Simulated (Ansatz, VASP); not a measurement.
## Two plane-wave programs on SiNi2

Contents of INCAR:

```
SYSTEM = SiNi2
PREC     = Accurate       ! precision mode
ENCUT    = 690            ! plane-wave cutoff, eV
EDIFF    = 1E-6           ! SCF threshold, eV
ISMEAR   = 0              ! smearing method
SIGMA    = 0.15           ! smearing width, eV
LREAL    = .False.        ! projectors in reciprocal space
LASPH    = .True.         ! aspherical terms in the spheres
NELM     = 120            ! most SCF steps
ALGO     = Normal         ! electronic algorithm
ISIF     = 2              ! what is computed and relaxed
LWAVE    = .False.        ! write WAVECAR
LCHARG   = .False.        ! write CHGCAR
GGA      = PS             ! functional
NBANDS   = 49             ! bands
GGA_COMPAT= .False.
```

File KPOINTS:

```
regular mesh
0
Gamma
  12 12 10
  0 0 0
```

The input POSCAR:

```
SiNi2
1.0
    3.8684636248      0.0000000000      0.0000000000
   -1.9342318124      3.3501877727      0.0000000000
    0.0000000000      0.0000000000      4.9169852794
Si Ni
2 4
Direct
    0.3333333333      0.6666666667      0.7500000000
    0.6666666667      0.3333333333      0.2500000000
    0.0000000000      0.0000000000      0.0610129954
    0.0000000000      0.0000000000      0.4389870046
    0.3333333333      0.6666666667      0.2500000000
    0.6666666667      0.3333333333      0.7500000000
```

Input for Ansatz:

```yaml
crystal:
  lattice:
    - [3.8684636248, 0.0, 0.0]
    - [-1.9342318124, 3.3501877727, 0.0]
    - [0.0, 0.0, 4.9169852794]
  atoms:
    - { symbol: Si, position: [0.3333333333, 0.6666666667, 0.75] }
    - { symbol: Si, position: [0.6666666667, 0.3333333333, 0.25] }
    - { symbol: Ni, position: [0.0, 0.0, 0.0610129954] }
    - { symbol: Ni, position: [0.0, 0.0, 0.4389870046] }
    - { symbol: Ni, position: [0.3333333333, 0.6666666667, 0.25] }
    - { symbol: Ni, position: [0.6666666667, 0.3333333333, 0.75] }
basis:
  ecutwfc: 420
kpoints:
  mp_grid: { grid: [12, 12, 10] }
hamiltonian:
  xc: pbesol
scf:
  occupations: { method: gaussian, width: 0.15 }
output:
  forces: true
  stress: true
  eigenvalues: true
```

Change from the starting cell: mode 14 (307.9 1/cm) frozen in, largest displacement -0.300 Å.

Alike in both runs: task single point; functional PBEsol; k mesh 12 × 12 × 10; occupations gaussian, width 0.15 eV; no spin polarisation.

|  | VASP | Ansatz |
| --- | --- | --- |
| version | VASP 6.6.1 | Ansatz 0.2.0 |
| potentials or method | VASP PAW PBE potentials, release 64 (Si, Ni_sv_GW), cutoff 690 eV | scalar-relativistic, plane waves, PAW |
| valence electrons in the cell | 80 | 80 |

```tsv
	VASP	Ansatz	Ansatz less VASP
gap on the k mesh at the Fermi level (eV)	none	none	-
pressure (GPa)	18.4	19.0	+0.62
traceless stress, the component that is largest in VASP (GPa)	20.56	20.44	-0.111
rms of the force components (eV/Å)	3.898	3.876	-0.0219
```

VASP's potentials were made for PBE, not for PBEsol. Atom by atom the forces differ by 0.022 eV/Å (rms over components). A gap of «none» marks a metal or a gap that the smearing closes.
